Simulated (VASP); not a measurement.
A run of VASP 6.6.1 is set up as follows.

File INCAR:

```
PREC     = Accurate       # precision mode
ENCUT    = 500            # plane-wave cutoff, eV
EDIFF    = 1E-6           # SCF threshold, eV
ISMEAR   = 0              # smearing method
SIGMA    = 0.1            # smearing width, eV
LREAL    = False          # projectors in reciprocal space
LASPH    = True           # aspherical terms in the spheres
NELM     = 200            # most SCF steps
ALGO     = Normal         # electronic algorithm
ISIF     = 2              # what is computed and relaxed
LWAVE    = False          # write WAVECAR
LCHARG   = False          # write CHGCAR
ISPIN    = 2              # spin polarisation
MAGMOM   = 4 4 4 4 0 0    # initial moments
LORBIT   = 11             # projections on sites
LMAXMIX  = 4              # l up to which the mixer works
GGA      = PE             # functional
NBANDS   = 45             # bands
GGA_COMPAT= False
```

Contents of KPOINTS:

```
regular mesh
0
Gamma
  4 4 4
```

POSCAR

```
Mn2Se
1.0
    4.9031674816      0.0000000000      0.0000000000
    0.0000000000      4.9031674816      0.0000000000
    0.0000000000      0.0000000000      4.9031674816
Mn Se
4 2
Direct
    0.2500000000      0.2500000000      0.2500000000
    0.2500000000      0.7500000000      0.7500000000
    0.7500000000      0.7500000000      0.2500000000
    0.7500000000      0.2500000000      0.7500000000
    0.0000000000      0.0000000000      0.0000000000
    0.5000000000      0.5000000000      0.5000000000
```

Potentials or basis: VASP PAW PBE potentials, release 64 (Mn_pv, Se).

Launch:

```console
$ cat potpaw_PBE.64/Mn_pv/POTCAR potpaw_PBE.64/Se/POTCAR > POTCAR
$ mpirun -np 1 vasp_std > vasp.out
```

Q: Estimate the pressure.

A: 26.9 GPa.

Q: Estimate the site moments.

A: Mn +3.54; Se +0.05 μB.

Q: Estimate the net moment.

A: 15.06 μB per cell.

Caveat: the cell stands under pressure; the run started ferromagnetic, and an antiferromagnetic order may lie lower in energy.
